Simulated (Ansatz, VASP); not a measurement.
**One calculation of AlP, two programs**

INCAR

```
ALGO = Normal
EDIFF = 1E-6
ENCUT = 500
GGA = RP
GGA_COMPAT = False
ISIF = 2
ISMEAR = 0
LASPH = True
LCHARG = False
LREAL = False
LWAVE = False
NBANDS = 11
NELM = 120
PREC = Accurate
SIGMA = 0.01
```

File KPOINTS:

```
k-points
0
Gamma
  8 8 8
```

Contents of POSCAR:

```
AlP
1.0
    0.0000000000      2.7255000000      2.7255000000
    2.7255000000      0.0000000000      2.7255000000
    2.7255000000      2.7255000000      0.0000000000
Al P
1 1
Direct
    0.0000000000      0.0000000000      0.0000000000
    0.2500000000      0.2500000000      0.2500000000
```

Input for Ansatz:

```yaml
crystal:
  lattice:
    - [0.0, 2.7255, 2.7255]
    - [2.7255, 0.0, 2.7255]
    - [2.7255, 2.7255, 0.0]
  atoms:
    - { symbol: Al, position: [0.0, 0.0, 0.0] }
    - { symbol: P, position: [0.25, 0.25, 0.25] }
kpoints:
  mp_grid:
    grid: [8, 8, 8]
hamiltonian:
  xc: rpbe
scf:
  occupations:
    method: fixed
output:
  stress: true
  eigenvalues: true
```

Alike in both runs: task single point; functional RPBE; k mesh 8 × 8 × 8; no spin polarisation.

```csv
,VASP,Ansatz
version,VASP 6.6.1,Ansatz 0.2.0
potentials or method,"VASP PAW PBE potentials, release 64 (Al, P)","plane waves, PAW"
plane-wave cutoff (eV),500,420
occupations,"gaussian, width 0.01 eV",fixed
valence electrons in the cell,8,8
```

VASP gave:

- gap on the k mesh at the Fermi level (eV): 1.65
- pressure (GPa): 4.2

Task: Estimate Ansatz's values.

Result: gap on the k mesh at the Fermi level (eV): 1.65; pressure (GPa): 4.4.

VASP's potentials were made for PBE, not for RPBE.
